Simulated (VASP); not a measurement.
A run of VASP 6.6.1 is set up as follows.

INCAR

```
SYSTEM = GaSb
ALGO = Normal
EDIFF = 1E-6
ENCUT = 500
GGA = PE
GGA_COMPAT = .False.
ISIF = 2
ISMEAR = 0
LASPH = .True.
LCHARG = .True.
LELF = .True.
LREAL = .False.
LVHAR = .True.
LWAVE = .False.
NBANDS = 16
NELM = 120
PREC = Accurate
SIGMA = 0.15
```

Contents of KPOINTS:

```
k-points
0
Gamma
  12 12 12
  0 0 0
```

POSCAR

```
GaSb
1.0
    0.0000000000      2.8794029981      3.2210349821
    3.2210349821      0.0000000000      3.2210349821
    3.2210349821      2.8794029981      0.0000000000
Ga Sb
1 1
Direct
    0.0000000000      0.0000000000      0.0000000000
    0.7500000000      0.7500000000      0.7500000000
```

Potentials or basis: VASP PAW PBE potentials, release 64 (Ga_d, Sb).

The run is started by

```console
$ cat potpaw_PBE.64/Ga_d/POTCAR potpaw_PBE.64/Sb/POTCAR > POTCAR
$ mpirun -np 1 vasp_std > vasp.out
```

**Question.** Predict the pressure.

**Answer.** 0.1 GPa.

**Question.** Estimate the band gap on the k mesh.

**Answer.** 0.13 eV (least direct gap 0.53 eV).

Stress tensor (GPa, compression positive):
```
-1.10  0.00  0.00
 0.00  2.57  0.00
 0.00  0.00 -1.10
```

Caveat: the cell differs from its parent crystal (strain +e along x and -e along y +0.0000, strain +e along z and -e/2 along x and y -0.0733); semilocal functionals underestimate gaps, and a narrow one can read as zero; spin-orbit coupling is left out, which moves the levels of the heavy elements. A k mesh can miss the band edges.
